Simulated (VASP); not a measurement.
# CaO (Fm-3m) in VASP: further runs

The runs below take CaO through relaxation of cell and atoms, with PBEsol.

All numbers are computed with VASP 6.6.1; they aren't measurements. Logs are shortened: lines on timing, memory, paths and dates and some standing lists are left out, and cuts for length are marked.

### Step 1. The cell of the first run

Symmetry: Fm-3m, No. 225, cubic system. Conventional cell: a = 4.807 Å, b = 4.807 Å, c = 4.807 Å, α = 90.00°, β = 90.00°, γ = 90.00°. Ca (site symmetry m-3m) has 6 O at 2.40 Å within 3.2 Å. Within 3.2 Å of O (site symmetry m-3m) lie 6 Ca at 2.40 Å.

### Step 2. Relaxation of cell and atoms, PBEsol

Contents of INCAR:

```
SYSTEM = CaO
  PREC = Accurate
  ENCUT = 600
  EDIFF = 1E-7
  ISMEAR = -1
  SIGMA = 0.05
  LREAL = .False.
  LASPH = .True.
  NELM = 100
  ALGO = Normal
  ISIF = 3
  LWAVE = .False.
  LCHARG = .False.
  GGA = PS
  IBRION = 2
  NSW = 80
  EDIFFG = -0.01
```

Contents of KPOINTS:

```
Automatic mesh
0
Gamma
  10 10 10
  0 0 0
```

Contents of POSCAR:

```
CaO
1.0
    0.0000000000      2.4035556960      2.4035556960
    2.4035556960      0.0000000000      2.4035556960
    2.4035556960      2.4035556960      0.0000000000
Ca O
1 1
Direct
    0.0000000000      0.0000000000      0.0000000000
    0.5000000000      0.5000000000      0.5000000000
```

Potentials or basis: VASP PAW PBE potentials, release 64 (Ca_sv, O).

Started as:

```bash
$ cat potpaw_PBE.64/Ca_sv/POTCAR potpaw_PBE.64/O/POTCAR > POTCAR
$ mpirun -np 1 vasp_std > vasp.out
```

OUTCAR:

```text
SYSTEM = CaO
   PREC = Accurate
   ENCUT = 600
   EDIFF = 1E-7
   ISMEAR = -1
   LREAL = .False.
   LASPH = .True.
   NELM = 100
   ISIF = 3
   GGA = PS
   IBRION = 2
   NSW = 80
   EDIFFG = -0.01

 ion  position               nearest neighbor table
   1  0.000  0.000  0.000-   2 2.40   2 2.40   2 2.40   2 2.40   2 2.40   2 2.40
   2  0.500  0.500  0.500-   1 2.40   1 2.40   1 2.40   1 2.40   1 2.40   1 2.40

  LATTYP: Found a face centered cubic cell.
 ALAT       =     4.8071113920

  Lattice vectors:

 A1 = (   0.0000000000,   2.4035556960,   2.4035556960)
 A2 = (   2.4035556960,   0.0000000000,   2.4035556960)
 A3 = (   2.4035556960,   2.4035556960,   0.0000000000)

Analysis of symmetry for initial positions (statically):
=====================================================================
 Subroutine PRICEL returns:
 Original cell was already a primitive cell.

 Routine SETGRP: Setting up the symmetry group for a
 face centered cubic supercell.

 Subroutine GETGRP returns: Found 48 space group operations
 (whereof 48 operations were pure point group operations)
 out of a pool of 48 trial point group operations.

The static configuration has the point symmetry O_h .

Analysis of symmetry for dynamics (positions and initial velocities):
=====================================================================
 Subroutine PRICEL returns:
 Original cell was already a primitive cell.

 Routine SETGRP: Setting up the symmetry group for a
 face centered cubic supercell.

 Subroutine GETGRP returns: Found 48 space group operations
 (whereof 48 operations were pure point group operations)
 out of a pool of 48 trial point group operations.

The dynamic configuration has the point symmetry O_h .

 Subroutine INISYM returns: Found 48 space group operations
 (whereof 48 operations are pure point group operations),
 and found     1 'primitive' translations

----------------------------------------------------------------------------------------

                                     Primitive cell

  volume of cell :      27.7711

  direct lattice vectors                    reciprocal lattice vectors
     0.000000000  2.403555696  2.403555696    -0.208025136  0.208025136  0.208025136
     2.403555696  0.000000000  2.403555696     0.208025136 -0.208025136  0.208025136
     2.403555696  2.403555696  0.000000000     0.208025136  0.208025136 -0.208025136

  length of vectors
     3.399141063  3.399141063  3.399141063     0.360310104  0.360310104  0.360310104

  position of ions in fractional coordinates (direct lattice)
     0.000000000  0.000000000  0.000000000
     0.500000000  0.500000000  0.500000000

  ion indices of the primitive-cell ions
   primitive index   ion index
                 1           1
                 2           2

----------------------------------------------------------------------------------------

 KPOINTS: Automatic mesh

Automatic generation of k-mesh.
 Grid dimensions read from file:
 generate k-points for:   10   10   10

 Generating k-lattice:

  Cartesian coordinates                     Fractional coordinates (reciprocal lattice)
    -0.020802514  0.020802514  0.020802514     0.100000000  0.000000000  0.000000000
     0.020802514 -0.020802514  0.020802514     0.000000000  0.100000000  0.000000000
     0.020802514  0.020802514 -0.020802514     0.000000000  0.000000000  0.100000000

  Length of vectors
     0.036031010  0.036031010  0.036031010

  Shift w.r.t. Gamma in fractional coordinates (k-lattice)
     0.000000000  0.000000000  0.000000000

 Subroutine IBZKPT returns following result:
 ===========================================

 Found     47 irreducible k-points:

 Following reciprocal coordinates:
            Coordinates               Weight
  0.000000  0.000000  0.000000      1.000000
  0.100000  0.000000  0.000000      8.000000
  0.200000  0.000000  0.000000      8.000000
  0.300000  0.000000  0.000000      8.000000
  0.400000  0.000000  0.000000      8.000000
  0.500000  0.000000  0.000000      4.000000
[... 16 lines left out ...]
  0.300000  0.300000  0.000000      6.000000
  0.400000  0.300000  0.000000     24.000000
 [... further k-points ...]
   k-points           NKPTS =     47   k-points in BZ     NKDIM =     47   number of bands    NBANDS=     12
   number of dos      NEDOS =    301   number of ions     NIONS =      2
   total plane-waves  NPLWV =  21952
   dimension x,y,z NGX =    28 NGY =   28 NGZ =   28
   dimension x,y,z NGXF=    56 NGYF=   56 NGZF=   56
   ions per type =               1   1
   NGX,Y,Z   is equivalent  to a cutoff of  13.69, 13.69, 13.69 a.u.
   NGXF,Y,Z  is equivalent  to a cutoff of  27.39, 27.39, 27.39 a.u.
 SYSTEM =  CaO
   PREC   = accura    normal or accurate (medium, high low for compatibility)
   ISTART =      0    job   : 0-new  1-cont  2-samecut
   ICHARG =      2    charge: 1-file 2-atom 10-const
   ISPIN  =      1    spin polarized calculation?
   LNONCOLLINEAR =      F non collinear calculations
   LSORBIT =      F    spin-orbit coupling
   LASPH  =      T    aspherical Exc in radial PAW
   ENCUT  =  600.0 eV  44.10 Ry    6.64 a.u.   6.79  6.79  6.79*2*pi/ulx,y,z
   NELM   =    100;   NELMIN=  2; NELMDL= -5     # of ELM steps
   EDIFF  = 0.1E-06   stopping-criterion for ELM
   LREAL  =      F    real-space projection
   EDIFFG = -.1E-01   stopping-criterion for IOM
   NSW    =     80    number of steps for IOM
   IBRION =      2    ionic relax: 0-MD 1-quasi-New 2-CG
   NFREE  =      1    steps in history (QN), initial steepest desc. (CG)
   ISIF   =      3    stress and relaxation
   ISYM   =      2    0-nonsym 1-usesym 2-fastsym
   POTIM  = 0.5000    time-step for ionic-motion
   TEBEG  =    0.0;   TEEND  =   0.0 temperature during run
   PSTRESS=    0.0 pullay stress
   NELECT =      16.0000    total number of electrons
   NUPDOWN=      -1.0000    fix difference up-down
   EMIN   =  10.00;   EMAX   =-10.00  energy-range for DOS
   EFERMI =   0.00;   METHOD = LEGACY
   ISMEAR =    -1;   SIGMA  =   0.05  broadening in eV -4-tet -1-fermi 0-gaus
   EFERMI_NEDOS =   21; number of points for ismear=-14 and -15
   IALGO  =     38    algorithm
   IMIX   =      4    mixing-type and parameters
     AMIX     =   0.40;   BMIX     =  1.00
     AMIX_MAG =   1.60;   BMIX_MAG =  1.00
  volume/ion in A,a.u.               =      13.89        93.70
  Fermi-wavevector in a.u.,A,eV,Ry     =   1.362231  2.574243 25.247954  1.855672
  Thomas-Fermi vector in A             =   2.488738
   LORBIT       =      0    0 simple, 1 ext, 2 COOP (PROOUT), +10 PAW based schemes
   GGA     = PS    functional components
   LHFCALC =     F    Hartree Fock is set to
   AEXX    =    0.0000 exact exchange contribution
   IVDW    =     0    specifies the selected vdW correction
   LEPSILON=     F    determine dielectric tensor
   LRPA    =     F    only Hartree local field effects (RPA)
 conjugate gradient relaxation of ions
 non-spin polarized calculation
  energy-cutoff  :      600.00
  volume of cell :       27.77
 maximum number of plane-waves:       941
   NGX = 13   NGY = 13   NGZ = 13

--------------------------------------- Ionic step        1  -------------------------------------------

 number of electron      15.9999997 magnetization

 Free energy of the ion-electron system (eV)
  ---------------------------------------------------
  ext. energy  EPLUGINS =         0.00000000
  ---------------------------------------------------
  free energy    TOTEN  =       -13.41051430 eV

  energy without entropy =      -13.41051430  energy(sigma->0) =      -13.41051430

------------------------ aborting loop because EDIFF is reached ----------------------------------------

  FORCE on cell =-STRESS in cart. coord.  units (eV):
  Direction    XX          YY          ZZ          XY          YZ          ZX
  --------------------------------------------------------------------------------------
  -------------------------------------------------------------------------------------
  Total       -0.3873829     -0.3873829     -0.3873829      0.0000000     -0.0000000      0.0000000
  in kB      -22.3490204    -22.3490204    -22.3490204      0.0000000     -0.0000000      0.0000000
  external PRESSURE =     -22.3490204 kB  Pullay stress =       0.0000000 kB
[... 57 lines left out ...]
  energy  without entropy=      -13.4138599925  energy(sigma->0) =      -13.41385999

--------------------------------------- Ionic step        3  -------------------------------------------

 number of electron      15.9999997 magnetization

 Free energy of the ion-electron system (eV)
  ---------------------------------------------------
  ext. energy  EPLUGINS =         0.00000000
  ---------------------------------------------------
  free energy    TOTEN  =       -13.41447259 eV

  energy without entropy =      -13.41447259  energy(sigma->0) =      -13.41447259

 E-fermi :   3.3565     XC(G=0): -10.8349

 val. band max:        2.3061629613   @ k =   0.0000   0.0000   0.0000
 cond. band min:       5.8322259679   @ k =   0.5000   0.5000   0.0000
 fundamental gap:      3.5260630065
 Fermi energy:         3.3564621779

 k-point     1 :       0.0000    0.0000    0.0000
  band No.  band energies     occupation
      1     -34.9989      2.00000
      2     -15.8250      2.00000
      3     -15.8250      2.00000
      4     -15.8250      2.00000
      5     -13.1769      2.00000
      6       2.3062      2.00000
      7       2.3062      2.00000
      8       2.3062      2.00000
      9       7.0319      0.00000
     10       8.5467      0.00000
     11       8.5467      0.00000
     12       8.5467      0.00000
[... 331 lines left out ...]
 k-point    24 :       0.4000    0.3000    0.0000
  band No.  band energies     occupation
      1     -34.8764      2.00000
      2     -16.5504      2.00000
      3     -16.0459      2.00000
      4     -16.0152      2.00000
      5     -12.6060      2.00000
      6       0.5848      2.00000
      7       1.7385      2.00000
      8       1.8435      2.00000
      9       6.5293      0.00000
     10      10.0392      0.00000
     11      11.2227      0.00000
     12      11.3224      0.00000

 [... further k-points ...]

------------------------ aborting loop because EDIFF is reached ----------------------------------------

  FORCE on cell =-STRESS in cart. coord.  units (eV):
  Direction    XX          YY          ZZ          XY          YZ          ZX
  --------------------------------------------------------------------------------------
  -------------------------------------------------------------------------------------
  Total        0.0005463      0.0005463      0.0005463      0.0000000      0.0000000     -0.0000000
  in kB        0.0321610      0.0321610      0.0321610      0.0000000      0.0000000     -0.0000000
  external PRESSURE =       0.0321610 kB  Pullay stress =       0.0000000 kB
[... 17 lines left out ...]
  FREE ENERGIE OF THE ION-ELECTRON SYSTEM (eV)
  ---------------------------------------------------
  free  energy   TOTEN  =       -13.4144725938 eV

  energy  without entropy=      -13.4144725938  energy(sigma->0) =      -13.41447259

 reached required accuracy - stopping structural energy minimisation
```

Run time: 34 s. Hardware: 1 thread of AMD EPYC 9R14 (Zen 4), shared host; peak memory 0.15 GiB.

What came out:

* Free energy: -13.4145 eV
* Relaxed volume: 13.61 Å³/atom
* Relaxed cell: a = 3.376 Å, b = 3.376 Å, c = 3.376 Å, α = 60.00°, β = 60.00°, γ = 60.00°
* Space group after relaxing (to 0.05 Å): Fm-3m (No. 225)
* Energy gained by relaxing: 2.0 meV/atom
* Ionic steps: 3
* Pressure after relaxing: 0.0 GPa
* Band gap on the k mesh: 3.53 eV, indirect (least direct gap 3.90 eV)

Step by step:
| step | energy change (eV) | largest force (eV/Å) | pressure (GPa) | volume (Å³) |
| --- | --- | --- | --- | --- |
| 1 | 0.0000 | 0.0000 | -2.23 | 27.77 |
| 2 | -0.0033 | 0.0000 | 0.93 | 27.00 |
| 3 | -0.0040 | 0.0000 | 0.00 | 27.21 |

Final structure:
```yaml
crystal:
  lattice:
    - [0.00000, 2.38736, 2.38736]
    - [2.38736, 0.00000, 2.38736]
    - [2.38736, 2.38736, 0.00000]
  atoms:
    - { symbol: Ca, position: [0.00000, 0.00000, 0.00000] }
    - { symbol: O, position: [0.50000, 0.50000, 0.50000] }
```

Levels at points of the mesh, in eV from the valence-band top:
```tsv
k point	band 4	band 5	band 6	band 7	band 8	band 9	band 10	band 11	band 12
(0.00, 0.00, 0.00)	-18.13	-15.48	0.00	0.00	0.00	4.73	6.24	6.24	6.24
(0.50, 0.00, 0.00)	-18.19	-14.16	-2.74	-1.26	-1.26	7.11	8.48	8.48	8.48
(0.50, 0.50, 0.00)	-18.38	-15.24	-1.31	-0.37	-0.37	3.53	8.19	9.04	9.73
```

Caveat: the PAW data sets were made with another functional, which shifts forces and pressure a little. A k mesh can miss the band edges.

[end of part 1 of 3]
